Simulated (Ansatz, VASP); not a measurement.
**One calculation of Ag, two programs**

File INCAR:

```
ALGO = Normal
EDIFF = 1E-6
ENCUT = 500
GGA = PS
GGA_COMPAT = False
ISIF = 2
ISMEAR = 0
LASPH = True
LCHARG = True
LELF = True
LREAL = False
LVHAR = True
LWAVE = False
NBANDS = 18
NELM = 120
PREC = Accurate
SIGMA = 0.1
```

File KPOINTS:

```
k-points
0
Gamma
  6 6 4
```

POSCAR

```
Ag
1.0
    2.9222991408      0.0000000000      0.0000000000
   -1.4611495704      2.5307852934      0.0000000000
    0.0000000000      0.0000000000      4.7016618100
Ag
2
Direct
    0.3333333300      0.6666666700      0.2500000000
    0.6666666700      0.3333333300      0.7500000000
```

Input for Ansatz:

```yaml
crystal:
  lattice:
    - [2.9222991408, 0.0, 0.0]
    - [-1.4611495704, 2.5307852934, 0.0]
    - [0.0, 0.0, 4.70166181]
  atoms:
    - { symbol: Ag, position: [0.33333333, 0.66666667, 0.25] }
    - { symbol: Ag, position: [0.66666667, 0.33333333, 0.75] }
basis:
  ecutwfc: 420
kpoints:
  mp_grid: { grid: [6, 6, 4] }
hamiltonian:
  xc: pbesol
scf:
  occupations: { method: gaussian, width: 0.1 }
output:
  forces: true
  stress: true
  eigenvalues: true
```

Alike in both runs: task single point; functional PBEsol; k mesh 6 × 6 × 4; occupations gaussian, width 0.1 eV; no spin polarisation.

```csv
,VASP,Ansatz
version,VASP 6.6.1,Ansatz 0.2.0
potentials or method,"VASP PAW PBE potentials, release 64 (Ag), cutoff 500 eV","scalar-relativistic, plane waves, PAW"
valence electrons in the cell,22,38
```

|  | VASP | Ansatz | Ansatz less VASP |
| --- | --- | --- | --- |
| gap on the k mesh at the Fermi level (eV) | none | none | - |
| pressure (GPa) | -3.7 | -3.5 | +0.13 |
| traceless stress, the component that is largest in VASP (GPa) | -0.64 | -0.62 | +0.016 |

VASP's potentials were made for PBE, not for PBEsol. A gap of «none» marks a metal or a gap that the smearing closes. VASP's potentials hold 22 valence electrons a cell and Ansatz's 38, so a difference there can come from the potentials and not from the codes.

The k mesh is coarse, so the values compare programs but aren't converged.
